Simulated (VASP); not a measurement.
Set up this calculation in VASP 6.6.1, as the native input.

* Task: single point
* Functional: PBE
* Potentials or basis: VASP PAW PBE potentials, release 64 (Rh_pv)
* Cutoff: 500 eV
* k mesh: 8 × 8 × 8
* Occupations: fermi-dirac, width 0.1 eV
* Spin: collinear spin, zero start
* Starting moments: [0.0] μB
* Dipole correction: no
* Further INCAR settings: ALGO = Normal; EDIFF = 1e-06; NBANDS = 18

The structure of Rh lies in POSCAR:

```
Rh
1.0
    0.0000000000      1.8604950000      1.8604950000
    1.8604950000      0.0000000000      1.8604950000
    1.8604950000      1.8604950000      0.0000000000
Rh
1
Direct
    0.0000000000      0.0000000000      0.0000000000
```

One way to write it, as run:

INCAR

```
SYSTEM = Rh
ALGO = Normal
EDIFF = 1E-6
ENCUT = 500
GGA = PE
GGA_COMPAT = .FALSE.
ISIF = 2
ISMEAR = -1
ISPIN = 2
LASPH = .TRUE.
LCHARG = .FALSE.
LMAXMIX = 4
LORBIT = 11
LREAL = .FALSE.
LWAVE = .FALSE.
MAGMOM = 0
NBANDS = 18
NELM = 200
PREC = Accurate
SIGMA = 0.1
```

KPOINTS

```
k-points
0
G
  8 8 8
  0 0 0
```

Potentials or basis: VASP PAW PBE potentials, release 64 (Rh_pv).

Command:

```bash
$ cat potpaw_PBE.64/Rh_pv/POTCAR > POTCAR
$ mpirun -np 1 vasp_std > vasp.out
```

It gave:

```yaml
Pressure: 29.3 GPa
Net_moment: 0.00 μB per cell
Valence_electrons_inside_the_program's_atomic_spheres: Rh 13.92
```

Caveat: the k points lie up to 0.37 Å⁻¹ apart.

It took 5.5 s on 1 thread of Intel(R) Xeon(R) 6975P-C (Granite Rapids), with other jobs on the host, peak memory 0.13 GiB.
